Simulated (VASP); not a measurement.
# Si16O (a cell with a defect) in VASP: single point with PBEsol

Aim: the single point of Si16O (a cell with a defect) with PBEsol.

Program: VASP 6.6.1. These are calculated values, not measurements. Logs are shortened: lines on timing, memory, paths and dates and some standing lists are left out, and cuts for length are marked.

## (1) The cell of the first run

The cell holds a defect, 17 atoms: a = 7.679 Å, b = 7.679 Å, c = 7.679 Å, α = 60.00°, β = 60.00°, γ = 60.00°.

## (2) Single point, PBEsol, collinear spin, ferromagnetic start

Input file INCAR:

```
SYSTEM = Si16O
PREC     = Accurate       ! precision mode
ENCUT    = 520            ! plane-wave cutoff, eV
EDIFF    = 1E-7           ! SCF threshold, eV
ISMEAR   = -1             ! smearing method
SIGMA    = 0.05           ! smearing width, eV
LREAL    = Auto         
LASPH    = .True.         ! aspherical terms in the spheres
NELM     = 150            ! most SCF steps
ALGO     = Normal         ! electronic algorithm
ISIF     = 2              ! what is computed and relaxed
LWAVE    = .False.        ! write WAVECAR
LCHARG   = .True.         ! write CHGCAR
ISPIN    = 2              ! spin polarisation
MAGMOM   = 0 0 0 0 0 0 0 0 0 0 0 0 0 0 0 0 1 ! initial moments
LORBIT   = 11             ! projections on sites
GGA      = PS             ! functional
LELF     = .True.         ! ELF
LVHAR    = .True.       
NBANDS   = 53             ! bands
```

Input file KPOINTS:

```
regular mesh
0
Gamma
  2 2 2
  0 0 0
```

Input file POSCAR:

```
Si16O
1.0
    0.0000000000      5.4300000000      5.4300000000
    5.4300000000      0.0000000000      5.4300000000
    5.4300000000      5.4300000000      0.0000000000
Si O
16 1
Direct
   -0.0064043623      0.0001618815     -0.0063138786
    0.1387982989      0.0830343075      0.1388806393
   -0.0064843237      0.0004223261      0.5121599970
    0.1332907516      0.1263002688      0.6200837143
    0.0145225018      0.4559227826      0.0145686657
    0.1053186609      0.6298625183      0.1053611858
    0.0475578094      0.4967810455      0.4777446643
    0.1053639196      0.6300877364      0.6591090864
    0.5120815409      0.0004597076     -0.0064187873
    0.6199980801      0.1263240220      0.1333768778
    0.5091895864     -0.0280603327      0.5092812310
    0.6199256994      0.1264198144      0.6199865765
    0.4777029792      0.4968124089      0.0476016732
    0.6590732993      0.6301255958      0.1053904506
    0.4777175727      0.4969386116      0.4777332154
    0.6336147479      0.5991618435      0.6336546301
    0.3280823379      0.5154475624      0.3281336586
```

Potentials or basis: VASP PAW PBE potentials, release 64 (Si, O).

Run with:

```console
$ cat potpaw_PBE.64/Si/POTCAR potpaw_PBE.64/O/POTCAR > POTCAR
$ mpirun -np 1 vasp_std > vasp.out
```

OUTCAR:

```text
SYSTEM = Si16O
   PREC = Accurate
   ENCUT = 520
   EDIFF = 1E-7
   ISMEAR = -1
   LREAL = Auto
   LASPH = .True.
   NELM = 150
   ISIF = 2
   ISPIN = 2
   LORBIT = 11
   GGA = PS

 ion  position               nearest neighbor table
   1  0.994  0.000  0.994-   6 2.33  10 2.35   4 2.35   2 2.36
   2  0.139  0.083  0.139-   5 2.34   1 2.36   3 2.36   9 2.36
   3  0.994  0.000  0.512-   8 2.33   4 2.35  12 2.35   2 2.36
   4  0.133  0.126  0.620-   7 2.34   3 2.35   1 2.35  11 2.36
   5  0.015  0.456  0.015-  14 2.26   8 2.26   6 2.26   2 2.34
   6  0.105  0.630  0.105-   5 2.26   1 2.33   7 2.38  13 2.38  17 2.56
   7  0.048  0.497  0.478-  17 1.91   4 2.34   6 2.38   8 2.38  16 2.61
   8  0.105  0.630  0.659-   5 2.26   3 2.33  15 2.38   7 2.38  17 2.56
   9  0.512  0.000  0.994-  14 2.33  10 2.35  12 2.35   2 2.36
  10  0.620  0.126  0.133-  13 2.34   9 2.35   1 2.35  11 2.36
  11  0.509  0.972  0.509-  16 2.34   4 2.36  10 2.36  12 2.37
  12  0.620  0.126  0.620-  15 2.34   3 2.35   9 2.35  11 2.37
  13  0.478  0.497  0.048-  17 1.91  10 2.34   6 2.38  14 2.38  16 2.61
  14  0.659  0.630  0.105-   5 2.26   9 2.33  15 2.38  13 2.38
  15  0.478  0.497  0.478-  17 1.91  12 2.34  14 2.38   8 2.38  16 2.61
  16  0.634  0.599  0.634-  11 2.34   7 2.61  13 2.61  15 2.61
  17  0.328  0.515  0.328-  13 1.91   7 1.91  15 1.91   8 2.56   6 2.56

  LATTYP: Found a face centered cubic cell.
 ALAT       =    10.8600000000

  Lattice vectors:

 A1 = (   0.0000000000,   5.4300000000,   5.4300000000)
 A2 = (   5.4300000000,   0.0000000000,   5.4300000000)
 A3 = (   5.4300000000,   5.4300000000,   0.0000000000)

Analysis of symmetry for initial positions (statically):
=====================================================================
 Subroutine PRICEL returns:
 Original cell was already a primitive cell.

 Routine SETGRP: Setting up the symmetry group for a
 face centered cubic supercell.

 Subroutine GETGRP returns: Found  1 space group operations
 (whereof  1 operations were pure point group operations)
 out of a pool of 48 trial point group operations.

The static configuration has the point symmetry C_1 .

Analysis of symmetry for dynamics (positions and initial velocities):
=====================================================================
 Subroutine PRICEL returns:
 Original cell was already a primitive cell.

 Routine SETGRP: Setting up the symmetry group for a
 face centered cubic supercell.

 Subroutine GETGRP returns: Found  1 space group operations
 (whereof  1 operations were pure point group operations)
 out of a pool of 48 trial point group operations.

The dynamic configuration has the point symmetry C_1 .

Analysis of structural, dynamic, and magnetic symmetry:
=====================================================================
 Subroutine PRICEL returns:
 Original cell was already a primitive cell.

 Routine SETGRP: Setting up the symmetry group for a
 face centered cubic supercell.

 Subroutine GETGRP returns: Found  1 space group operations
 (whereof  1 operations were pure point group operations)
 out of a pool of 48 trial point group operations.

The overall configuration has the point symmetry C_1 .

 Subroutine INISYM returns: Found  1 space group operations
 (whereof  1 operations are pure point group operations),
 and found     1 'primitive' translations

----------------------------------------------------------------------------------------

                                     Primitive cell

  volume of cell :     320.2060

  direct lattice vectors                    reciprocal lattice vectors
     0.000000000  5.430000000  5.430000000    -0.092081031  0.092081031  0.092081031
     5.430000000  0.000000000  5.430000000     0.092081031 -0.092081031  0.092081031
     5.430000000  5.430000000  0.000000000     0.092081031  0.092081031 -0.092081031

  length of vectors
     7.679179644  7.679179644  7.679179644     0.159489025  0.159489025  0.159489025

  position of ions in fractional coordinates (direct lattice)
     0.993595638  0.000161881  0.993686121
     0.138798299  0.083034308  0.138880639
     0.993515676  0.000422326  0.512159997
     0.133290752  0.126300269  0.620083714
[... 74 lines left out ...]
   dimension x,y,z NGXF=   120 NGYF=  120 NGZF=  120
   ions per type =              16   1
   NGX,Y,Z   is equivalent  to a cutoff of  12.99, 12.99, 12.99 a.u.
   NGXF,Y,Z  is equivalent  to a cutoff of  25.98, 25.98, 25.98 a.u.
 SYSTEM =  Si16O
   PREC   = accura    normal or accurate (medium, high low for compatibility)
   ISTART =      0    job   : 0-new  1-cont  2-samecut
   ICHARG =      2    charge: 1-file 2-atom 10-const
   ISPIN  =      2    spin polarized calculation?
   LNONCOLLINEAR =      F non collinear calculations
   LSORBIT =      F    spin-orbit coupling
   LASPH  =      T    aspherical Exc in radial PAW
   ENCUT  =  520.0 eV  38.22 Ry    6.18 a.u.  14.28 14.28 14.28*2*pi/ulx,y,z
   NELM   =    150;   NELMIN=  2; NELMDL= -5     # of ELM steps
   EDIFF  = 0.1E-06   stopping-criterion for ELM
   LREAL  =      T    real-space projection
   EDIFFG = 0.1E-05   stopping-criterion for IOM
   NSW    =      0    number of steps for IOM
   IBRION =     -1    ionic relax: 0-MD 1-quasi-New 2-CG
   NFREE  =      0    steps in history (QN), initial steepest desc. (CG)
   ISIF   =      2    stress and relaxation
   ISYM   =      2    0-nonsym 1-usesym 2-fastsym
   POTIM  = 0.5000    time-step for ionic-motion
   TEBEG  =    0.0;   TEEND  =   0.0 temperature during run
   PSTRESS=    0.0 pullay stress
   NELECT =      70.0000    total number of electrons
   NUPDOWN=      -1.0000    fix difference up-down
   EMIN   =  10.00;   EMAX   =-10.00  energy-range for DOS
   EFERMI =   0.00;   METHOD = LEGACY
   ISMEAR =    -1;   SIGMA  =   0.05  broadening in eV -4-tet -1-fermi 0-gaus
   EFERMI_NEDOS =   21; number of points for ismear=-14 and -15
   IALGO  =     38    algorithm
   IMIX   =      4    mixing-type and parameters
     AMIX     =   0.40;   BMIX     =  1.00
     AMIX_MAG =   1.60;   BMIX_MAG =  1.00
  volume/ion in A,a.u.               =      18.84       127.11
  Fermi-wavevector in a.u.,A,eV,Ry     =   0.986199  1.863645 13.232857  0.972588
  Thomas-Fermi vector in A             =   2.117562
   LORBIT       =     11    0 simple, 1 ext, 2 COOP (PROOUT), +10 PAW based schemes
   GGA     = PS    functional components
   LHFCALC =     F    Hartree Fock is set to
   AEXX    =    0.0000 exact exchange contribution
   IVDW    =     0    specifies the selected vdW correction
   LEPSILON=     F    determine dielectric tensor
   LRPA    =     F    only Hartree local field effects (RPA)
 spin polarized calculation
  energy-cutoff  :      520.00
  volume of cell :      320.21
 maximum number of plane-waves:      8646
 NGX is ok and might be reduce to    60
   NGX = 29   NGY = 29   NGZ = 29

 number of electron      70.0000001 magnetization      -0.0000299

 number of electron      70.0000001 magnetization       0.0000139

 Free energy of the ion-electron system (eV)
  ---------------------------------------------------
  ext. energy  EPLUGINS =         0.00000000
  ---------------------------------------------------
  free energy    TOTEN  =       -96.24851719 eV

  energy without entropy =      -96.22442487  energy(sigma->0) =      -96.23647103

 E-fermi :   6.2602     XC(G=0):  -9.7018

 val. band max:        6.1827969887   @ k =   0.0000   0.5000   0.0000
 cond. band min:       6.3380277279   @ k =   0.0000   0.0000   0.0000
 fundamental gap:      0.1552307392
 Fermi energy:         6.2601634320

 spin component 1

 k-point     1 :       0.0000    0.0000    0.0000
  band No.  band energies     occupation
      1     -14.2281      1.00000
      2      -5.8006      1.00000
      3      -4.3293      1.00000
      4      -4.3291      1.00000
      5      -3.8370      1.00000
      6      -3.2138      1.00000
[... 389 lines left out ...]
     46      10.2125      0.00000
     47      10.2350      0.00000
 Fermi energy:         6.2601634320

 spin component 2

 k-point     1 :       0.0000    0.0000    0.0000
  band No.  band energies     occupation
      1     -14.2281      1.00000
      2      -5.8006      1.00000
      3      -4.3293      1.00000
      4      -4.3291      1.00000
      5      -3.8370      1.00000
      6      -3.2138      1.00000
[... 389 lines left out ...]
     46      10.2125      0.00000
     47      10.2350      0.00000
 [bands above 47 left out]

------------------------ aborting loop because EDIFF is reached ----------------------------------------

  FORCE on cell =-STRESS in cart. coord.  units (eV):
  Direction    XX          YY          ZZ          XY          YZ          ZX
  --------------------------------------------------------------------------------------
  -------------------------------------------------------------------------------------
  Total        2.9899341      2.9983405      2.9866146     -0.6658626     -0.6661212      0.6588991
  in kB       14.9603829     15.0024453     14.9437735     -3.3316989     -3.3329928      3.2968562
  external PRESSURE =      14.9688672 kB  Pullay stress =       0.0000000 kB

 VOLUME and BASIS-vectors are now :
 -----------------------------------------------------------------------------
  energy-cutoff  :      520.00
  volume of cell :      320.21
      direct lattice vectors                 reciprocal lattice vectors
     0.000000000  5.430000000  5.430000000    -0.092081031  0.092081031  0.092081031
     5.430000000  0.000000000  5.430000000     0.092081031 -0.092081031  0.092081031
     5.430000000  5.430000000  0.000000000     0.092081031  0.092081031 -0.092081031

 POSITION                                       TOTAL-FORCE (eV/Angst)
 -----------------------------------------------------------------------------------
      5.39659     10.79094      5.39610         0.001490      0.002841      0.001934
      1.20500      1.50780      1.20455        -0.002042      0.006579     -0.001074
      2.78332      8.17582      5.39708        -0.007588     -0.001278      0.000161
      4.05287      4.09082      1.40958        -0.014504      0.016430     -0.009181
      2.55477      0.15797      2.55452        -0.000669      0.002303     -0.000639
      3.99226      1.14399      3.99203        -0.001786     -0.018439     -0.001753
[... 9 lines left out ...]
      6.69419      6.88127      6.69398        -0.005573      0.002924     -0.005606
      4.58065      3.56325      4.58037         0.002062     -0.001933      0.002182
 -----------------------------------------------------------------------------------
    total drift:                               -0.003576      0.007822     -0.003614

  FREE ENERGIE OF THE ION-ELECTRON SYSTEM (eV)
  ---------------------------------------------------
  free  energy   TOTEN  =       -96.2485171935 eV

  energy  without entropy=      -96.2244248693  energy(sigma->0) =      -96.23647103

 total charge

# of ion       s       p       d       tot
------------------------------------------
    1        0.742   0.953   0.000   1.695
    2        0.744   0.946   0.000   1.689
    3        0.742   0.953   0.000   1.695
    4        0.745   0.952   0.000   1.698
    5        0.748   1.010   0.000   1.758
    6        0.769   0.934   0.000   1.704
[... 9 lines left out ...]
   16        0.817   0.783   0.000   1.600
   17        1.593   3.423   0.000   5.016
--------------------------------------------------
tot         13.633  18.261   0.000  31.894

 magnetization (x)

# of ion       s       p       d       tot
------------------------------------------
    1        0.000   0.000   0.000   0.000
    2       -0.000  -0.000   0.000  -0.000
    3        0.000   0.000   0.000   0.000
    4       -0.000  -0.000   0.000  -0.000
    5       -0.000  -0.000   0.000  -0.000
    6        0.000  -0.000   0.000  -0.000
[... 9 lines left out ...]
   16       -0.000  -0.000   0.000  -0.000
   17       -0.000   0.000   0.000   0.000
--------------------------------------------------
tot         -0.000  -0.000   0.000  -0.000
```

Run time: 13 min. Hardware: 1 thread of Intel Xeon 8259CL, shared host; peak memory 0.71 GiB.

What came out:

* Free energy: -96.2485 eV
* Pressure: 1.5 GPa
* Largest force: 0.029 eV/Å
* Band gap on the k mesh: zero (filled and empty bands overlap)
* Net moment: 0.00 μB per cell
* Valence electrons inside the program's atomic spheres: Si 1.70, 1.69, 1.76, 1.62, 1.60 (each value once); O 5.02

Forces on the atoms (eV/Å):
```
Si   0.001  0.003  0.002
Si  -0.002  0.007 -0.001
Si  -0.008 -0.001  0.000
Si  -0.015  0.016 -0.009
Si  -0.001  0.002 -0.001
Si  -0.002 -0.018 -0.002
Si   0.021 -0.017 -0.011
Si   0.018 -0.002 -0.003
Si   0.000 -0.001 -0.008
Si  -0.010  0.016 -0.014
Si   0.010 -0.009  0.011
Si  -0.015  0.012 -0.015
Si  -0.011 -0.017  0.020
Si  -0.002 -0.003  0.017
Si   0.017  0.012  0.016
Si  -0.006  0.003 -0.006
O    0.002 -0.002  0.002
```

Levels at points of the mesh, in eV from the Fermi level:
Spin up:
```csv
k point,band 32,band 33,band 34,band 35,band 36,band 37,band 38,band 39
"(0.00, 0.00, 0.00)",-0.70,-0.70,-0.31,0.08,0.08,0.41,0.41,0.53
"(0.50, 0.00, 0.00)",-1.54,-1.16,-0.97,-0.78,0.58,0.99,1.06,1.29
"(0.00, 0.50, 0.00)",-1.45,-1.01,-1.01,-0.08,-0.08,1.03,1.08,1.09
"(0.00, 0.00, 0.50)",-1.54,-1.16,-0.97,-0.78,0.58,0.99,1.06,1.29
"(0.50, 0.50, 0.50)",-1.55,-1.16,-0.97,-0.78,0.58,0.99,1.06,1.29
"(0.50, 0.50, 0.00)",-1.69,-1.67,-1.48,-1.07,0.29,0.89,1.02,2.02
"(0.00, 0.50, 0.50)",-1.69,-1.67,-1.48,-1.07,0.29,0.89,1.02,2.02
"(0.50, 0.00, 0.50)",-1.69,-1.67,-1.48,-1.07,0.29,0.89,1.02,2.02
```
Spin down:
```
           k point  band 31  band 32  band 33  band 34  band 35  band 36  band 37  band 38  band 39  band 40
(0.00, 0.00, 0.00)    -1.26    -0.70    -0.70    -0.31     0.08     0.08     0.41     0.41     0.53     0.53
(0.50, 0.00, 0.00)    -1.82    -1.54    -1.16    -0.97    -0.78     0.58     0.99     1.06     1.29     1.32
(0.00, 0.50, 0.00)    -1.45    -1.45    -1.01    -1.01    -0.08    -0.08     1.03     1.08     1.09     1.21
(0.00, 0.00, 0.50)    -1.82    -1.54    -1.16    -0.97    -0.78     0.58     0.99     1.06     1.29     1.32
(0.50, 0.50, 0.50)    -1.82    -1.55    -1.16    -0.97    -0.78     0.58     0.99     1.06     1.29     1.32
(0.50, 0.50, 0.00)    -2.01    -1.69    -1.67    -1.48    -1.07     0.29     0.89     1.02     2.02     2.13
(0.00, 0.50, 0.50)    -2.01    -1.69    -1.67    -1.48    -1.07     0.29     0.89     1.02     2.02     2.13
(0.50, 0.00, 0.50)    -2.01    -1.69    -1.67    -1.48    -1.07     0.29     0.89     1.02     2.02     2.13
```

Caveat: the k points lie up to 0.50 Å⁻¹ apart; the PAW data sets were made with another functional, which shifts forces and pressure a little.

The gap in the log of VASP goes by the Fermi energy; the results here count the filled bands.